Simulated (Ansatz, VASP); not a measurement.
## BAs in VASP and in Ansatz

File INCAR:

```
  PREC = Accurate
  ENCUT = 520
  EDIFF = 1E-7
  ISMEAR = -1
  SIGMA = 0.03
  LREAL = False
  LASPH = True
  NELM = 80
  ALGO = Normal
  ISIF = 2
  LWAVE = False
  LCHARG = True
  GGA = CA
  LELF = True
  LVHAR = True
  NBANDS = 11
```

KPOINTS

```
Automatic mesh
0
Gamma
  15 15 15
```

The input POSCAR:

```
BAs
1.0
    0.0000000000      2.3562190158      2.3562190158
    2.3562190158      0.0000000000      2.3562190158
    2.3562190158      2.3562190158      0.0000000000
B As
1 1
Direct
    0.0000000000      0.0000000000      0.0000000000
    0.7500000000      0.7500000000      0.7500000000
```

Input for Ansatz:

```yaml
crystal:
  lattice:
    - [0.0, 2.3562190158, 2.3562190158]
    - [2.3562190158, 0.0, 2.3562190158]
    - [2.3562190158, 2.3562190158, 0.0]
  atoms:
    - { symbol: B, position: [0.0, 0.0, 0.0] }
    - { symbol: As, position: [0.75, 0.75, 0.75] }
kpoints:
  mp_grid: { grid: [15, 15, 15] }
scf:
  occupations: { method: fermi_dirac, width: 0.03 }
hamiltonian:
  xc: lda
  pseudopotentials: { kind: all_electron, lapw: { basis_error: 0.00025 } }
output:
  forces: true
  stress: true
  eigenvalues: true
```

Change from the starting cell: volume scaled by 0.96.

Alike in both runs: task single point; functional LDA; k mesh 15 × 15 × 15; occupations fermi-dirac, width 0.03 eV; no spin polarisation.

|  | VASP | Ansatz |
| --- | --- | --- |
| version | VASP 6.6.1 | Ansatz 0.2.0 |
| potentials or method | VASP PAW LDA potentials, release 64 (B, As), cutoff 520 eV | all-electron LAPW, scalar-relativistic |

```csv
,VASP,Ansatz,Ansatz less VASP
pressure (GPa),2.9,1.9,-1.01
```

LDA's correlation is that of Perdew and Zunger in VASP and of Perdew and Wang (1992) in Ansatz. Ansatz ran all-electron here, and VASP with PAW potentials.
